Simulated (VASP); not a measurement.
Input of a VASP 6.6.1 run:

The input INCAR:

```
PREC     = Accurate       # precision mode
ENCUT    = 520            # plane-wave cutoff, eV
EDIFF    = 1E-6           # SCF threshold, eV
ISMEAR   = 0              # smearing method
SIGMA    = 0.1            # smearing width, eV
LREAL    = False          # projectors in reciprocal space
LASPH    = True           # aspherical terms in the spheres
NELM     = 100            # most SCF steps
ALGO     = Normal         # electronic algorithm
ISIF     = 2              # what is computed and relaxed
LWAVE    = False          # write WAVECAR
LCHARG   = False          # write CHGCAR
LDIPOL   = True         
IDIPOL   = 3            
DIPOL    = 0.5 0.5 0.325
GGA      = PE             # functional
NBANDS   = 38             # bands
```

Contents of KPOINTS:

```
regular mesh
0
Gamma
  7 7 1
```

File POSCAR:

```
Ge4N
1.0
    4.0740542166      0.0000000000      0.0000000000
    0.0000000000      4.0740542166      0.0000000000
    0.0000000000      0.0000000000     19.8557568530
Ge N
4 1
Direct
    0.0000000000      0.5000000000      0.2014529101
    0.0000000000      0.0000000000      0.2739958855
    0.5000000000      0.0000000000      0.3493666166
    0.5000000000      0.5000000000      0.4208228835
    1.0000000000      1.0000000000      0.3777937161
```

Potentials or basis: VASP PAW PBE potentials, release 64 (Ge_d, N).

Run with:

```bash
$ cat potpaw_PBE.64/Ge_d/POTCAR potpaw_PBE.64/N/POTCAR > POTCAR
$ mpirun -np 1 vasp_std > vasp.out
```

(1) Predict the largest force.

(2) Estimate the band gap on the k mesh.

Results:

(1) 0.575 eV/Å.

(2) zero (an odd number of electrons rules out a gap without spin polarisation).

Caveat: an odd number of electrons without spin polarisation forces a metal; a magnetic or distorted state may lie lower.
